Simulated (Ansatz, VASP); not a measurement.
## Two plane-wave programs on Mn

```
Mn
1.0
     2.63391    0.00000    0.00000
    -1.31695    2.28103    0.00000
     0.00000    0.00000    4.16912
Mn
2
Direct
  0.33333 0.66667 0.25000
  0.66667 0.33333 0.75000
```

Alike in both runs: task relaxation of cell and atoms; functional PBEsol; k mesh 12 × 12 × 6; occupations gaussian, width 0.1 eV; no spin polarisation.

|  | VASP | Ansatz |
| --- | --- | --- |
| version | VASP 6.6.1 | Ansatz 0.2.0 |
| potentials or method | VASP PAW PBE potentials, release 64 (Mn_pv), cutoff 600 eV | scalar-relativistic, plane waves, PAW |
| valence electrons in the cell | 26 | 30 |

Ansatz gave:

| Item | Value |
| --- | --- |
| gap on the k mesh at the Fermi level, each at its own relaxed structure (eV) | none |
| relaxed volume (Å³/atom) | 10.33 |
| relaxed cell length with the largest relative difference (Å) | 3.974 |

Q: Estimate VASP's values.

A: gap on the k mesh at the Fermi level, each at its own relaxed structure (eV): none; relaxed volume (Å³/atom): 10.31; relaxed cell length with the largest relative difference (Å): 3.968.

VASP's potentials were made for PBE, not for PBEsol. A gap of «none» marks a metal or a gap that the smearing closes. VASP's potentials hold 26 valence electrons a cell and Ansatz's 30, so a difference there can come from the potentials and not from the codes.

Noted on VASP's run: the volume moved by over 15 % at a fixed basis, so the end points are rough.
